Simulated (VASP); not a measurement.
# Si in VASP: further runs

Aim: see how the results for Si move with the level of theory and the settings. Levels: HSE06, PBE, PBE0. Tasks: single point.

Program: VASP 6.6.1. These are calculated values, not measurements. Logs are shortened: lines on timing, memory, paths and dates and some standing lists are left out, and cuts for length are marked.

## Step 1: The cell of the first run

It takes space group Fd-3m (No. 227, cubic). The conventional cell has a = 5.470 Å, b = 5.470 Å, c = 5.470 Å, α = 90.00°, β = 90.00°, γ = 90.00°. Si (site symmetry -43m) has 4 Si at 2.37 Å within 3.1 Å.

## Step 2: Single point, HSE06

The input, POSCAR:

```
Si
1.0
    0.0000000000      2.7350000000      2.7350000000
    2.7350000000      0.0000000000      2.7350000000
    2.7350000000      2.7350000000      0.0000000000
Si
2
Direct
    0.0000000000      0.0000000000      0.0000000000
    0.2500000000      0.2500000000      0.2500000000
```

The input, INCAR.step1:

```
SYSTEM = Si
PREC = Accurate ; ENCUT = 400
EDIFF = 1E-5 ; ISMEAR = -1
SIGMA = 0.02 ; LREAL = .False.
LASPH = .True. ; NELM = 120
ALGO = Normal ; ISIF = 2
LWAVE = .True. ; NBANDS = 11
GGA = PE ; GGA_COMPAT = .False.
```

The input, INCAR.step2:

```
SYSTEM = Si
PREC = Accurate ; ENCUT = 400
EDIFF = 1E-6 ; ISMEAR = -1
SIGMA = 0.02 ; LREAL = .False.
LASPH = .True. ; NELM = 120
ALGO = Normal ; ISIF = 2
LWAVE = .False. ; LCHARG = .True.
GGA = PE ; LHFCALC = .True.
HFSCREEN = 0.2079 ; PRECFOCK = Normal
LELF = .True. ; LVHAR = .True.
NBANDS = 11 ; ISTART = 1
GGA_COMPAT = .False.
```

The input, KPOINTS:

```
Automatic mesh
0
Gamma
  3 3 3
  0 0 0
```

Potentials or basis: VASP PAW PBE potentials, release 64 (Si).

Launch:

```console
$ cat potpaw_PBE.64/Si/POTCAR > POTCAR
$ cp INCAR.step1 INCAR
$ mpirun -np 1 vasp_std > vasp.out
$ cp INCAR.step2 INCAR
$ mpirun -np 1 vasp_std > vasp.out
```

OUTCAR:

```text
SYSTEM = Si
   PREC = Accurate
   ENCUT = 400
   EDIFF = 1E-6
   ISMEAR = -1
   LREAL = .False.
   LASPH = .True.
   NELM = 120
   ISIF = 2
   GGA = PE
   LHFCALC = .True.
   HFSCREEN = 0.2079
   PRECFOCK = Normal
   ISTART = 1

 ion  position               nearest neighbor table
   1  0.000  0.000  0.000-   2 2.37   2 2.37   2 2.37   2 2.37
   2  0.250  0.250  0.250-   1 2.37   1 2.37   1 2.37   1 2.37

  LATTYP: Found a face centered cubic cell.
 ALAT       =     5.4700000000

  Lattice vectors:

 A1 = (   0.0000000000,   2.7350000000,   2.7350000000)
 A2 = (   2.7350000000,   0.0000000000,   2.7350000000)
 A3 = (   2.7350000000,   2.7350000000,   0.0000000000)

Analysis of symmetry for initial positions (statically):
=====================================================================
 Subroutine PRICEL returns:
 Original cell was already a primitive cell.

 Routine SETGRP: Setting up the symmetry group for a
 face centered cubic supercell.

 Subroutine GETGRP returns: Found 48 space group operations
 (whereof 24 operations were pure point group operations)
 out of a pool of 48 trial point group operations.

The static configuration has the point symmetry T_d .
 The point group associated with its full space group is O_h .

Analysis of symmetry for dynamics (positions and initial velocities):
=====================================================================
 Subroutine PRICEL returns:
 Original cell was already a primitive cell.

 Routine SETGRP: Setting up the symmetry group for a
 face centered cubic supercell.

 Subroutine GETGRP returns: Found 48 space group operations
 (whereof 24 operations were pure point group operations)
 out of a pool of 48 trial point group operations.

The dynamic configuration has the point symmetry T_d .
 The point group associated with its full space group is O_h .

 Subroutine INISYM returns: Found 48 space group operations
 (whereof 24 operations are pure point group operations),
 and found     1 'primitive' translations

----------------------------------------------------------------------------------------

                                     Primitive cell

  volume of cell :      40.9168

  direct lattice vectors                    reciprocal lattice vectors
     0.000000000  2.735000000  2.735000000    -0.182815356  0.182815356  0.182815356
     2.735000000  0.000000000  2.735000000     0.182815356 -0.182815356  0.182815356
     2.735000000  2.735000000  0.000000000     0.182815356  0.182815356 -0.182815356

  length of vectors
     3.867874093  3.867874093  3.867874093     0.316645486  0.316645486  0.316645486

  position of ions in fractional coordinates (direct lattice)
     0.000000000  0.000000000  0.000000000
     0.250000000  0.250000000  0.250000000

  ion indices of the primitive-cell ions
   primitive index   ion index
                 1           1
                 2           2

----------------------------------------------------------------------------------------

 KPOINTS: Automatic mesh

Automatic generation of k-mesh.
 Grid dimensions read from file:
 generate k-points for:    3    3    3

 Generating k-lattice:

  Cartesian coordinates                     Fractional coordinates (reciprocal lattice)
    -0.060938452  0.060938452  0.060938452     0.333333333  0.000000000  0.000000000
     0.060938452 -0.060938452  0.060938452     0.000000000  0.333333333  0.000000000
     0.060938452  0.060938452 -0.060938452     0.000000000  0.000000000  0.333333333

  Length of vectors
     0.105548495  0.105548495  0.105548495

  Shift w.r.t. Gamma in fractional coordinates (k-lattice)
     0.000000000  0.000000000  0.000000000

 Subroutine IBZKPT returns following result:
 ===========================================

 Found      4 irreducible k-points:

 Following reciprocal coordinates:
            Coordinates               Weight
  0.000000  0.000000  0.000000      1.000000
  0.333333  0.000000  0.000000      8.000000
  0.333333  0.333333  0.000000      6.000000
 -0.333333  0.333333  0.000000     12.000000
   k-points           NKPTS =      4   k-points in BZ     NKDIM =     27   number of bands    NBANDS=     11
   number of dos      NEDOS =    301   number of ions     NIONS =      2
   total plane-waves  NPLWV =  21952
   dimension x,y,z NGX =    28 NGY =   28 NGZ =   28
   dimension x,y,z NGXF=    56 NGYF=   56 NGZF=   56
   ions per type =               2
   NGX,Y,Z   is equivalent  to a cutoff of  12.03, 12.03, 12.03 a.u.
   NGXF,Y,Z  is equivalent  to a cutoff of  24.07, 24.07, 24.07 a.u.
 SYSTEM =  Si
   PREC   = accura    normal or accurate (medium, high low for compatibility)
   ISTART =      1    job   : 0-new  1-cont  2-samecut
   ICHARG =      0    charge: 1-file 2-atom 10-const
   ISPIN  =      1    spin polarized calculation?
   LNONCOLLINEAR =      F non collinear calculations
   LSORBIT =      F    spin-orbit coupling
   LASPH  =      T    aspherical Exc in radial PAW
   ENCUT  =  400.0 eV  29.40 Ry    5.42 a.u.   6.31  6.31  6.31*2*pi/ulx,y,z
   NELM   =    120;   NELMIN=  2; NELMDL=  0     # of ELM steps
   EDIFF  = 0.1E-05   stopping-criterion for ELM
   LREAL  =      F    real-space projection
   EDIFFG = 0.1E-04   stopping-criterion for IOM
   NSW    =      0    number of steps for IOM
   IBRION =     -1    ionic relax: 0-MD 1-quasi-New 2-CG
   NFREE  =      0    steps in history (QN), initial steepest desc. (CG)
   ISIF   =      2    stress and relaxation
   ISYM   =      3    0-nonsym 1-usesym 2-fastsym
   POTIM  = 0.5000    time-step for ionic-motion
   TEBEG  =    0.0;   TEEND  =   0.0 temperature during run
   PSTRESS=    0.0 pullay stress
   NELECT =       8.0000    total number of electrons
   NUPDOWN=      -1.0000    fix difference up-down
   EMIN   =  10.00;   EMAX   =-10.00  energy-range for DOS
   EFERMI =   0.00;   METHOD = LEGACY
   ISMEAR =    -1;   SIGMA  =   0.02  broadening in eV -4-tet -1-fermi 0-gaus
   EFERMI_NEDOS =   21; number of points for ismear=-14 and -15
   IALGO  =     38    algorithm
   IMIX   =      1    mixing-type and parameters
     AMIX     =   0.40;   BMIX     =  1.00
     AMIX_MAG =   1.60;   BMIX_MAG =  1.00
  volume/ion in A,a.u.               =      20.46       138.06
  Fermi-wavevector in a.u.,A,eV,Ry     =   0.950176  1.795573 12.283814  0.902835
  Thomas-Fermi vector in A             =   2.078528
   LORBIT       =      0    0 simple, 1 ext, 2 COOP (PROOUT), +10 PAW based schemes
   GGA     = PE    functional components
   LHFCALC =     T    Hartree Fock is set to
   PRECFOCK=normal    Normal, Fast or Accurate (Low or Medium for compatibility)
   ENCUT4O =  -1.0   cutoff for four orbital integrals eV
   NKREDX  =     1    reduce k-point grid by
   NKREDY  =     1    reduce k-point grid by
   NKREDZ  =     1    reduce k-point grid by
   AEXX    =    0.2500 exact exchange contribution
   HFSCREEN=    0.2079 screening length (either q_TF or 0.3 A-1)
   HFSCREENC=   0.2079 screening length for correlation (either q_TF or 0.3 A-1)
   ENCUTFOCK=  -1.0 apply spherical cutoff to Coloumb kernel
   IVDW    =     0    specifies the selected vdW correction
   LEPSILON=     F    determine dielectric tensor
   LRPA    =     F    only Hartree local field effects (RPA)
 non-spin polarized calculation
  energy-cutoff  :      400.00
  volume of cell :       40.92
 maximum number of plane-waves:       751
 NGX is ok and might be reduce to    28
  NGX = 20; NGY = 20; NGZ = 20

 number of electron       8.0000000 magnetization

 Free energy of the ion-electron system (eV)
  ---------------------------------------------------
  ext. energy  EPLUGINS =         0.00000000
  ---------------------------------------------------
  free energy    TOTEN  =       -11.98485856 eV

  energy without entropy =      -11.98485856  energy(sigma->0) =      -11.98485856

 E-fermi :   5.7533     XC(G=0):  -7.7290

 val. band max:        5.2689510639   @ k =   0.0000   0.0000   0.0000
 cond. band min:       6.7201244013   @ k =   0.3333   0.3333   0.0000
 fundamental gap:      1.4511733374
 Fermi energy:         5.7532516587

 k-point     1 :       0.0000    0.0000    0.0000
  band No.  band energies     occupation
      1      -7.7746      2.00000
      2       5.2690      2.00000
      3       5.2690      2.00000
      4       5.2690      2.00000
      5       8.6612      0.00000
      6       8.6612      0.00000
      7       8.6612      0.00000
      8       9.4883      0.00000
      9      14.0811      0.00000
     10      14.0811      0.00000
     11      14.0845      0.00000

 k-point     2 :       0.3333    0.0000    0.0000
  band No.  band energies     occupation
      1      -6.2766      2.00000
      2      -0.4500      2.00000
      3       4.2167      2.00000
      4       4.2167      2.00000
      5       7.8034      0.00000
      6       9.6516      0.00000
      7       9.6516      0.00000
      8      14.1240      0.00000
      9      14.3265      0.00000
     10      14.3265      0.00000
     11      15.3602      0.00000

 k-point     3 :       0.3333    0.3333    0.0000
  band No.  band energies     occupation
      1      -5.6970      2.00000
      2      -0.1363      2.00000
      3       2.7048      2.00000
      4       2.7048      2.00000
      5       6.7201      0.00000
      6       8.0548      0.00000
      7      13.6091      0.00000
      8      13.6091      0.00000
      9      16.2123      0.00000
     10      16.3121      0.00000
     11      19.4264      0.00000

 k-point     4 :      -0.3333    0.3333    0.0000
  band No.  band energies     occupation
      1      -4.2183      2.00000
      2      -2.0805      2.00000
      3       0.6480      2.00000
      4       3.0336      2.00000
      5       7.6082      0.00000
      6      11.9910      0.00000
      7      12.8052      0.00000
      8      13.3806      0.00000
      9      13.7601      0.00000
     10      13.9672      0.00000
     11      20.7417      0.00000

------------------------ aborting loop because EDIFF is reached ----------------------------------------

  FORCE on cell =-STRESS in cart. coord.  units (eV):
  Direction    XX          YY          ZZ          XY          YZ          ZX
  --------------------------------------------------------------------------------------
  -------------------------------------------------------------------------------------
  Total       -0.0376327     -0.0376327     -0.0376327      0.0000000      0.0000000      0.0000000
  in kB       -1.4735796     -1.4735796     -1.4735796      0.0000000      0.0000000      0.0000000
  external PRESSURE =      -1.4735796 kB  Pullay stress =       0.0000000 kB

 VOLUME and BASIS-vectors are now :
 -----------------------------------------------------------------------------
  energy-cutoff  :      400.00
  volume of cell :       40.92
      direct lattice vectors                 reciprocal lattice vectors
     0.000000000  2.735000000  2.735000000    -0.182815356  0.182815356  0.182815356
     2.735000000  0.000000000  2.735000000     0.182815356 -0.182815356  0.182815356
     2.735000000  2.735000000  0.000000000     0.182815356  0.182815356 -0.182815356

 POSITION                                       TOTAL-FORCE (eV/Angst)
 -----------------------------------------------------------------------------------
      0.00000      0.00000      0.00000        -0.000000     -0.000000     -0.000000
      1.36750      1.36750      1.36750         0.000000      0.000000      0.000000
 -----------------------------------------------------------------------------------
    total drift:                                0.000000     -0.000000     -0.000000

  FREE ENERGIE OF THE ION-ELECTRON SYSTEM (eV)
  ---------------------------------------------------
  free  energy   TOTEN  =       -11.9848585606 eV

  energy  without entropy=      -11.9848585606  energy(sigma->0) =      -11.98485856
```

It took 11 s on 1 thread of Intel Xeon 6975P-C (Granite Rapids), shared host; peak memory 0.23 GiB.

Results:

* Free energy: -11.9849 eV
* Pressure: -0.1 GPa
* Band gap on the k mesh: 1.45 eV (least direct gap 3.39 eV)

Levels at points of the mesh, in eV from the valence-band top:
```tsv
k point	band 2	band 3	band 4	band 5	band 6	band 7
(0.00, 0.00, 0.00)	0.00	0.00	0.00	3.39	3.39	3.39
```

Caveat: the k points lie up to 0.66 Å⁻¹ apart; the PAW data sets were made with another functional, which shifts forces and pressure a little; an odd mesh through Γ misses points on the zone boundary, where band edges can lie.

(Part 1 of 4 ends here.)
